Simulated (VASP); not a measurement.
SnTe (a cell with a defect): single point with PBEsol

The system is SnTe (a cell with a defect).

```
Te Sn
1.0
    12.56900    0.00000    0.00000
     0.00000   12.56900    0.00000
     0.00000    0.00000   12.56900
Te Sn
32 32
Direct
  0.24664 0.99445 0.99466
  0.24410 0.99642 0.49456
  0.24404 0.49424 0.99666
  0.74677 0.99536 0.99577
  0.74439 0.99418 0.49597
  0.74444 0.49558 0.99442
  0.74584 0.49363 0.49380
  0.99917 0.24839 0.00007
  0.99529 0.24508 0.50221
  0.99500 0.74630 0.99507
  0.99574 0.74451 0.49480
  0.49738 0.24435 0.99448
  0.49472 0.24521 0.49372
  0.49498 0.74413 0.99511
  0.49547 0.74442 0.49486
  0.99904 0.00014 0.24868
  0.99502 0.99471 0.74664
  0.99535 0.50197 0.24526
  0.99570 0.49443 0.74469
  0.49729 0.99426 0.24467
  0.49505 0.99478 0.74446
  0.49475 0.49355 0.24538
  0.49541 0.49457 0.74463
  0.25218 0.24545 0.24557
  0.24473 0.24580 0.74494
  0.24482 0.74472 0.24610
  0.24527 0.74514 0.74553
  0.74731 0.24898 0.24924
  0.74548 0.24425 0.74712
  0.74552 0.74679 0.24456
  0.74546 0.74408 0.74441
  0.01032 0.26941 0.26872
  0.24939 0.49966 0.49996
  0.00654 0.00637 0.00656
  0.00493 0.00051 0.50541
  0.00497 0.50500 0.00045
  0.01643 0.50371 0.50384
  0.50504 0.00263 0.00290
  0.50171 0.00123 0.50292
  0.50169 0.50256 0.00137
  0.49591 0.50147 0.50167
  0.25538 0.25509 0.00235
  0.25316 0.26687 0.50383
  0.25342 0.75215 0.00235
  0.25218 0.74696 0.50226
  0.75569 0.25596 0.00689
  0.74989 0.25473 0.50541
  0.75298 0.75446 0.00298
  0.75144 0.75212 0.50306
  0.25529 0.00222 0.25535
  0.25344 0.00201 0.75236
  0.25324 0.50368 0.26716
  0.25214 0.50190 0.74725
  0.75558 0.00673 0.25632
  0.75303 0.00269 0.75476
  0.74973 0.50516 0.25497
  0.75140 0.50273 0.75235
  0.00466 0.25525 0.75942
  0.00479 0.75972 0.25554
  0.00396 0.75408 0.75439
  0.50540 0.25406 0.25418
  0.50370 0.25284 0.75377
  0.50377 0.75367 0.25319
  0.50321 0.75298 0.75326
```

| Quantity | Value |
| --- | --- |
| Program | VASP 6.6.1 |
| Task | single point |
| Functional | PBEsol |
| Potentials or basis | VASP PAW PBE potentials, release 64 (Te, Sn_d) |
| Cutoff | 400 eV |
| k mesh | 1 × 1 × 1, shifted |
| Occupations | fermi-dirac, width 0.05 eV |
| Spin | collinear spin |
| Dipole correction | no |
| Further INCAR settings | LREAL = Auto; ALGO = Normal; EDIFF = 1e-06; NBANDS = 362; ISYM = -1 |

```
Pressure                                              : 0.4 GPa
Largest force                                         : 0.082 eV/Å
Net moment                                            : 0.01 μB per cell
Valence electrons inside the program's atomic spheres : Te 3.38, 3.37, 3.36, 3.34, 3.35, 3.25 (each value once); Sn 12.33, 12.11, 12.12, 12.14, 12.13 (each value once)
```

Forces in eV/Å, atoms in the order of the input:
```
Te   0.004 -0.007 -0.004
Te   0.010 -0.008  0.002
Te   0.014  0.010 -0.006
Te   0.009 -0.001  0.001
Te   0.000 -0.002  0.010
Te  -0.001  0.011 -0.005
Te   0.002  0.017  0.018
Te  -0.003 -0.012  0.011
Te   0.009 -0.014  0.034
Te  -0.002  0.002  0.006
Te  -0.003  0.003  0.000
Te   0.011 -0.001  0.009
Te  -0.009 -0.013  0.017
Te   0.000  0.003 -0.002
Te  -0.002  0.004 -0.005
Te  -0.003  0.011 -0.007
Te   0.000  0.005  0.008
Te   0.002  0.033 -0.013
Te  -0.002  0.005 -0.001
Te   0.012  0.012 -0.003
Te  -0.001  0.000 -0.001
Te  -0.009  0.014 -0.008
Te  -0.002 -0.005  0.004
Te   0.048  0.001  0.006
Te   0.002 -0.008  0.002
Te  -0.001  0.006 -0.010
Te  -0.007 -0.003 -0.002
Te  -0.016 -0.002 -0.001
Te   0.007  0.004  0.011
Te   0.007  0.007  0.002
Te   0.000  0.003  0.000
Te  -0.053 -0.045 -0.043
Sn  -0.006  0.006  0.005
Sn  -0.004  0.002  0.001
Sn  -0.001  0.007 -0.010
Sn  -0.004 -0.007  0.006
Sn  -0.001  0.004  0.007
Sn  -0.002  0.005  0.006
Sn  -0.001  0.009 -0.005
Sn   0.002 -0.002  0.008
Sn  -0.002 -0.001  0.000
Sn  -0.009 -0.003  0.013
Sn   0.010 -0.005 -0.008
Sn  -0.005  0.003  0.004
Sn   0.000 -0.009  0.006
Sn   0.000 -0.007  0.003
Sn   0.002  0.004 -0.011
Sn   0.006 -0.003  0.004
Sn   0.006 -0.004 -0.001
Sn  -0.007  0.015 -0.001
Sn  -0.005  0.006  0.001
Sn   0.010 -0.009 -0.004
Sn   0.000  0.006 -0.010
Sn  -0.001  0.003 -0.008
Sn   0.005  0.004 -0.001
Sn   0.003 -0.011  0.003
Sn   0.006 -0.001 -0.004
Sn  -0.001 -0.002 -0.022
Sn   0.000 -0.023  0.001
Sn  -0.001 -0.002 -0.002
Sn  -0.030 -0.009 -0.008
Sn   0.001  0.006 -0.005
Sn   0.000 -0.006  0.005
Sn   0.005 -0.002 -0.002
```

Stress tensor (GPa, compression positive):
```
0.43 0.04 0.04
0.04 0.33 0.05
0.04 0.05 0.34
```

Levels at points of the mesh, in eV from the Fermi level:
Spin up:
```
           k point  band 317  band 318  band 319  band 320  band 321  band 322  band 323  band 324
(0.25, 0.25, 0.25)     -0.51     -0.20     -0.16     -0.14      0.12      0.19      0.34      0.59
```
Spin down:
| k point | band 316 | band 317 | band 318 | band 319 | band 320 | band 321 | band 322 | band 323 | band 324 | band 325 |
| --- | --- | --- | --- | --- | --- | --- | --- | --- | --- | --- |
| (0.25, 0.25, 0.25) | -0.64 | -0.51 | -0.20 | -0.16 | -0.14 | 0.12 | 0.19 | 0.34 | 0.59 | 0.59 |

Wall time 10 min on 4 MPI ranks on Intel(R) Xeon(R) Platinum 8259CL CPU @ 2.50GHz (Skylake/Cascade Lake), with other jobs on the host, peak memory 0.66 GiB a rank.

Caveat: the PAW data sets were made with another functional, which shifts forces and pressure a little; spin-orbit coupling is left out, which moves the levels of the heavy elements.
